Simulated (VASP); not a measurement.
A run of VASP 6.6.1:

The input INCAR:

```
PREC = Accurate ; ENCUT = 520
EDIFF = 1E-6 ; ISMEAR = -1
SIGMA = 0.05 ; LREAL = F
LASPH = T ; NELM = 80
ALGO = Normal ; ISIF = 2
LWAVE = F ; LCHARG = F
GGA = PS ; NBANDS = 14
```

Contents of KPOINTS:

```
regular mesh
0
Gamma
  12 12 12
```

The input POSCAR:

```
Rh
1.0
    0.0000000000      1.8795144268      1.8795144268
    1.8795144268      0.0000000000      1.8795144268
    1.8795144268      1.8795144268      0.0000000000
Rh
1
Direct
    0.0000000000      0.0000000000      0.0000000000
```

Potentials or basis: VASP PAW PBE potentials, release 64 (Rh_pv).

The run is started by

```bash
$ cat potpaw_PBE.64/Rh_pv/POTCAR > POTCAR
$ mpirun -np 1 vasp_std > vasp.out
```

Hardware: 1 thread of Intel(R) Xeon(R) 6975P-C (Granite Rapids), on a shared host.

Problem. How long does it take, and how much memory?

Solution. It took 6.5 s on 1 thread of Intel(R) Xeon(R) 6975P-C (Granite Rapids), with other jobs on the host, peak memory 0.13 GiB. Counts: scf iterations 11, k points 72.
